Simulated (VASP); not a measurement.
# Al (Fm-3m) in VASP: further runs

Al is run at these levels: PBE; tasks: single point.

Everything below comes from runs of VASP 6.6.1. Logs are shortened: lines on timing, memory, paths and dates and some standing lists are left out, and cuts for length are marked.

### 1 The cell of the first run

Symmetry: Fm-3m, No. 225, cubic system. Conventional cell: a = 3.430 Å, b = 3.430 Å, c = 3.430 Å, α = 90.00°, β = 90.00°, γ = 90.00°. Al (site symmetry m-3m) has 12 Al at 2.43 Å within 3.2 Å.

### 2 Single point, PBE

INCAR

```
PREC     = Accurate       # precision mode
ENCUT    = 520            # plane-wave cutoff, eV
EDIFF    = 1E-6           # SCF threshold, eV
ISMEAR   = -1             # smearing method
SIGMA    = 0.05           # smearing width, eV
LREAL    = False          # projectors in reciprocal space
LASPH    = True           # aspherical terms in the spheres
NELM     = 80             # most SCF steps
ALGO     = Normal         # electronic algorithm
ISIF     = 2              # what is computed and relaxed
LWAVE    = False          # write WAVECAR
LCHARG   = False          # write CHGCAR
GGA      = PE             # functional
NBANDS   = 8              # bands
```

KPOINTS

```
regular mesh
0
Gamma
  19 19 19
```

POSCAR

```
Al
1.0
    0.0000000000      1.7151874225      1.7151874225
    1.7151874225      0.0000000000      1.7151874225
    1.7151874225      1.7151874225      0.0000000000
Al
1
Direct
    0.0000000000      0.0000000000      0.0000000000
```

Potentials or basis: VASP PAW PBE potentials, release 64 (Al).

Run with:

```bash
$ cat potpaw_PBE.64/Al/POTCAR > POTCAR
$ mpirun -np 1 vasp_std > vasp.out
```

OUTCAR:

```text
PREC = Accurate
   ENCUT = 520
   EDIFF = 1E-6
   ISMEAR = -1
   LREAL = False
   LASPH = True
   NELM = 80
   ISIF = 2
   GGA = PE

 ion  position               nearest neighbor table
   1  0.000  0.000  0.000-

  LATTYP: Found a face centered cubic cell.
 ALAT       =     3.4303748450

  Lattice vectors:

 A1 = (   0.0000000000,   1.7151874225,   1.7151874225)
 A2 = (   1.7151874225,   0.0000000000,   1.7151874225)
 A3 = (   1.7151874225,   1.7151874225,   0.0000000000)

Analysis of symmetry for initial positions (statically):
=====================================================================
 Subroutine PRICEL returns:
 Original cell was already a primitive cell.

 Routine SETGRP: Setting up the symmetry group for a
 face centered cubic supercell.

 Subroutine GETGRP returns: Found 48 space group operations
 (whereof 48 operations were pure point group operations)
 out of a pool of 48 trial point group operations.

The static configuration has the point symmetry O_h .

Analysis of symmetry for dynamics (positions and initial velocities):
=====================================================================
 Subroutine PRICEL returns:
 Original cell was already a primitive cell.

 Routine SETGRP: Setting up the symmetry group for a
 face centered cubic supercell.

 Subroutine GETGRP returns: Found 48 space group operations
 (whereof 48 operations were pure point group operations)
 out of a pool of 48 trial point group operations.

The dynamic configuration has the point symmetry O_h .

 Subroutine INISYM returns: Found 48 space group operations
 (whereof 48 operations are pure point group operations),
 and found     1 'primitive' translations

----------------------------------------------------------------------------------------

                                     Primitive cell

  volume of cell :      10.0917

  direct lattice vectors                    reciprocal lattice vectors
     0.000000000  1.715187422  1.715187422    -0.291513332  0.291513332  0.291513332
     1.715187422  0.000000000  1.715187422     0.291513332 -0.291513332  0.291513332
     1.715187422  1.715187422  0.000000000     0.291513332  0.291513332 -0.291513332

  length of vectors
     2.425641315  2.425641315  2.425641315     0.504915902  0.504915902  0.504915902

  position of ions in fractional coordinates (direct lattice)
     0.000000000  0.000000000  0.000000000

  ion indices of the primitive-cell ions
   primitive index   ion index
                 1           1

----------------------------------------------------------------------------------------

 KPOINTS: regular mesh

Automatic generation of k-mesh.
 Grid dimensions read from file:
 generate k-points for:   19   19   19

 Generating k-lattice:

  Cartesian coordinates                     Fractional coordinates (reciprocal lattice)
    -0.015342807  0.015342807  0.015342807     0.052631579  0.000000000  0.000000000
     0.015342807 -0.015342807  0.015342807     0.000000000  0.052631579  0.000000000
     0.015342807  0.015342807 -0.015342807     0.000000000  0.000000000  0.052631579

  Length of vectors
     0.026574521  0.026574521  0.026574521

  Shift w.r.t. Gamma in fractional coordinates (k-lattice)
     0.000000000  0.000000000  0.000000000

 Subroutine IBZKPT returns following result:
 ===========================================

 Found    220 irreducible k-points:

 Following reciprocal coordinates:
            Coordinates               Weight
  0.000000  0.000000  0.000000      1.000000
  0.052632  0.000000  0.000000      8.000000
  0.105263  0.000000  0.000000      8.000000
  0.157895  0.000000  0.000000      8.000000
  0.210526  0.000000  0.000000      8.000000
  0.263158  0.000000  0.000000      8.000000
[... 16 lines left out ...]
 -0.315789  0.052632  0.000000     24.000000
 -0.263158  0.052632  0.000000     24.000000
 [... further k-points ...]
   k-points           NKPTS =    220   k-points in BZ     NKDIM =    220   number of bands    NBANDS=      8
   number of dos      NEDOS =    301   number of ions     NIONS =      1
   total plane-waves  NPLWV =   5832
   dimension x,y,z NGX =    18 NGY =   18 NGZ =   18
   dimension x,y,z NGXF=    36 NGYF=   36 NGZF=   36
   ions per type =               1
   NGX,Y,Z   is equivalent  to a cutoff of  12.34, 12.34, 12.34 a.u.
   NGXF,Y,Z  is equivalent  to a cutoff of  24.67, 24.67, 24.67 a.u.
 SYSTEM =  unknown system
   PREC   = accura    normal or accurate (medium, high low for compatibility)
   ISTART =      0    job   : 0-new  1-cont  2-samecut
   ICHARG =      2    charge: 1-file 2-atom 10-const
   ISPIN  =      1    spin polarized calculation?
   LNONCOLLINEAR =      F non collinear calculations
   LSORBIT =      F    spin-orbit coupling
   LASPH  =      T    aspherical Exc in radial PAW
   ENCUT  =  520.0 eV  38.22 Ry    6.18 a.u.   4.51  4.51  4.51*2*pi/ulx,y,z
   NELM   =     80;   NELMIN=  2; NELMDL= -5     # of ELM steps
   EDIFF  = 0.1E-05   stopping-criterion for ELM
   LREAL  =      F    real-space projection
   EDIFFG = 0.1E-04   stopping-criterion for IOM
   NSW    =      0    number of steps for IOM
   IBRION =     -1    ionic relax: 0-MD 1-quasi-New 2-CG
   NFREE  =      0    steps in history (QN), initial steepest desc. (CG)
   ISIF   =      2    stress and relaxation
   ISYM   =      2    0-nonsym 1-usesym 2-fastsym
   POTIM  = 0.5000    time-step for ionic-motion
   TEBEG  =    0.0;   TEEND  =   0.0 temperature during run
   PSTRESS=    0.0 pullay stress
   NELECT =       3.0000    total number of electrons
   NUPDOWN=      -1.0000    fix difference up-down
   EMIN   =  10.00;   EMAX   =-10.00  energy-range for DOS
   EFERMI =   0.00;   METHOD = LEGACY
   ISMEAR =    -1;   SIGMA  =   0.05  broadening in eV -4-tet -1-fermi 0-gaus
   EFERMI_NEDOS =   21; number of points for ismear=-14 and -15
   IALGO  =     38    algorithm
   IMIX   =      4    mixing-type and parameters
     AMIX     =   0.40;   BMIX     =  1.00
     AMIX_MAG =   1.60;   BMIX_MAG =  1.00
  volume/ion in A,a.u.               =      10.09        68.10
  Fermi-wavevector in a.u.,A,eV,Ry     =   1.092598  2.064711 16.242227  1.193770
  Thomas-Fermi vector in A             =   2.228867
   LORBIT       =      0    0 simple, 1 ext, 2 COOP (PROOUT), +10 PAW based schemes
   GGA     = PE    functional components
   LHFCALC =     F    Hartree Fock is set to
   AEXX    =    0.0000 exact exchange contribution
   IVDW    =     0    specifies the selected vdW correction
   LEPSILON=     F    determine dielectric tensor
   LRPA    =     F    only Hartree local field effects (RPA)
 non-spin polarized calculation
  energy-cutoff  :      520.00
  volume of cell :       10.09
 maximum number of plane-waves:       290
 NGX is ok and might be reduce to    18
   NGX =  9   NGY =  9   NGZ =  9

 number of electron       3.0000000 magnetization

 Free energy of the ion-electron system (eV)
  ---------------------------------------------------
  ext. energy  EPLUGINS =         0.00000000
  ---------------------------------------------------
  free energy    TOTEN  =        -2.30523572 eV

  energy without entropy =       -2.30244602  energy(sigma->0) =       -2.30384087

 E-fermi :  14.0110     XC(G=0): -12.1286

 val. band max:       13.9794765581   @ k =  -0.2632   0.2632   0.1053
 cond. band min:      14.0198230927   @ k =  -0.3158   0.1579   0.0000
 fundamental gap:      0.0403465346
 Fermi energy:        14.0110364509

 k-point     1 :       0.0000    0.0000    0.0000
  band No.  band energies     occupation
      1      -0.7410      2.00000
      2      29.9215      0.00000
      3      29.9215      0.00000
      4      29.9215      0.00000
      5      34.7330      0.00000
      6      35.9504      0.00000
      7      35.9504      0.00000
      8      35.9504      0.00000

 k-point     2 :       0.0526    0.0000    0.0000
  band No.  band energies     occupation
      1      -0.6370      2.00000
      2      28.5216      0.00000
      3      29.8307      0.00000
      4      29.8307      0.00000
      5      35.1687      0.00000
      6      36.1445      0.00000
      7      36.1445      0.00000
      8      36.7624      0.00000

 k-point     3 :       0.1053    0.0000    0.0000
  band No.  band energies     occupation
      1      -0.3256      2.00000
      2      25.9765      0.00000
      3      29.5971      0.00000
      4      29.5971      0.00000
      5      34.8780      0.00000
      6      36.5670      0.00000
      7      36.5670      0.00000
      8      38.4904      0.00000

 k-point     4 :       0.1579    0.0000    0.0000
  band No.  band energies     occupation
      1       0.1908      2.00000
      2      23.2781      0.00000
      3      29.2977      0.00000
      4      29.2977      0.00000
      5      34.3629      0.00000
      6      36.3583      0.00000
      7      36.3583      0.00000
      8      38.4943      0.00000

 k-point     5 :       0.2105    0.0000    0.0000
  band No.  band energies     occupation
      1       0.9082      2.00000
      2      20.6245      0.00000
      3      28.9963      0.00000
      4      28.9963      0.00000
      5      33.8569      0.00000
      6      35.3951      0.00000
      7      35.3951      0.00000
      8      39.5602      0.00000

 k-point     6 :       0.2632    0.0000    0.0000
  band No.  band energies     occupation
      1       1.8213      2.00000
      2      18.0756      0.00000
      3      28.7303      0.00000
      4      28.7303      0.00000
      5      33.4474      0.00000
      6      34.3970      0.00000
      7      34.3970      0.00000
      8      40.3174      0.00000

 k-point     7 :       0.3158    0.0000    0.0000
  band No.  band energies     occupation
      1       2.9230      2.00000
      2      15.6584      0.00000
      3      28.5174      0.00000
      4      28.5174      0.00000
      5      33.1682      0.00000
      6      33.5357      0.00000
      7      33.5357      0.00000
      8      39.3424      0.00000
[... 133 lines left out ...]
 k-point    20 :      -0.4737    0.0526    0.0000
  band No.  band energies     occupation
      1       7.5502      2.00000
      2       9.1845      2.00000
      3      26.8479      0.00000
      4      27.9055      0.00000
      5      31.7789      0.00000
      6      32.5906      0.00000
      7      34.2246      0.00000
      8      38.1213      0.00000

 k-point    21 :      -0.4211    0.0526    0.0000
  band No.  band energies     occupation
      1       6.2275      2.00000
      2      10.7257      2.00000
      3      26.6410      0.00000
      4      28.2930      0.00000
      5      32.2032      0.00000
      6      32.3606      0.00000
      7      34.1779      0.00000
      8      38.4078      0.00000

 k-point    22 :      -0.3684    0.0526    0.0000
  band No.  band energies     occupation
      1       4.7526      2.00000
      2      12.7471      2.00000
      3      26.5476      0.00000
      4      28.7602      0.00000
      5      32.3244      0.00000
      6      32.7775      0.00000
      7      34.1993      0.00000
      8      38.9934      0.00000

 k-point    23 :      -0.3158    0.0526    0.0000
  band No.  band energies     occupation
      1       3.4185      2.00000
      2      14.9551      0.00000
      3      26.5765      0.00000
      4      29.2572      0.00000
      5      32.5176      0.00000
      6      33.4208      0.00000
      7      34.4069      0.00000
      8      39.7855      0.00000

 k-point    24 :      -0.2632    0.0526    0.0000
  band No.  band energies     occupation
      1       2.2573      2.00000
      2      17.3146      0.00000
      3      26.7310      0.00000
      4      29.7158      0.00000
      5      32.9801      0.00000
      6      33.9710      0.00000
      7      34.9726      0.00000
      8      40.4227      0.00000

 [... further k-points ...]
[... 5 lines left out ...]
  --------------------------------------------------------------------------------------
  -------------------------------------------------------------------------------------
  Total        6.9445314      6.9445314      6.9445314     -0.0000000     -0.0000000      0.0000000
  in kB     1102.5258475   1102.5258475   1102.5258475     -0.0000000     -0.0000000      0.0000000
  external PRESSURE =    1102.5258475 kB  Pullay stress =       0.0000000 kB

 VOLUME and BASIS-vectors are now :
 -----------------------------------------------------------------------------
  energy-cutoff  :      520.00
  volume of cell :       10.09
      direct lattice vectors                 reciprocal lattice vectors
     0.000000000  1.715187422  1.715187422    -0.291513332  0.291513332  0.291513332
     1.715187422  0.000000000  1.715187422     0.291513332 -0.291513332  0.291513332
     1.715187422  1.715187422  0.000000000     0.291513332  0.291513332 -0.291513332

 POSITION                                       TOTAL-FORCE (eV/Angst)
 -----------------------------------------------------------------------------------
      0.00000      0.00000      0.00000         0.000000      0.000000      0.000000
 -----------------------------------------------------------------------------------
    total drift:                                0.000000     -0.000000     -0.000000

  FREE ENERGIE OF THE ION-ELECTRON SYSTEM (eV)
  ---------------------------------------------------
  free  energy   TOTEN  =        -2.3052357215 eV

  energy  without entropy=       -2.3024460215  energy(sigma->0) =       -2.30384087
```

Run time: 13 s. Hardware: 1 thread of Intel Xeon Platinum 8259CL at 2.50GHz (Skylake/Cascade Lake), shared host; peak memory 0.12 GiB.

Results:

| Item | Value |
| --- | --- |
| Free energy | -2.3052 eV |
| Pressure | 110.3 GPa |

### 3 Single point, PBE

INCAR

```
SYSTEM = Al
PREC = Accurate
ENCUT = 520
EDIFF = 1E-7
ISMEAR = -1
SIGMA = 0.05
LREAL = .False.
LASPH = .True.
NELM = 60
ALGO = Normal
ISIF = 2
LWAVE = .False.
LCHARG = .True.
GGA = PE
LELF = .True.
LVHAR = .True.
NBANDS = 8
```

KPOINTS

```
regular mesh
0
Gamma
  19 19 19
  0 0 0
```

POSCAR

```
Al
1.0
    0.0000000000      1.7143757282      1.7143757282
    1.7143757282      0.0000000000      1.7143757282
    1.7143757282      1.7143757282      0.0000000000
Al
1
Direct
    0.0000000000      0.0000000000      0.0000000000
```

Potentials or basis: VASP PAW PBE potentials, release 64 (Al).

Run with:

```bash
$ cat potpaw_PBE.64/Al/POTCAR > POTCAR
$ mpirun -np 1 vasp_std > vasp.out
```

Wall time 23 s (1 thread of Intel Xeon Platinum 8259CL at 2.50GHz (Skylake/Cascade Lake), shared host); peak memory 0.12 GiB.

The run converged. Its results:

| Item | Value |
| --- | --- |
| Free energy | -2.2954 eV |
| Pressure | 110.9 GPa |

Levels at points of the mesh, in eV from the Fermi level:
```csv
k point,band 1,band 2,band 3,band 4,band 5
"(0.00, 0.00, 0.00)",-14.76,15.92,15.92,15.92,20.74
```
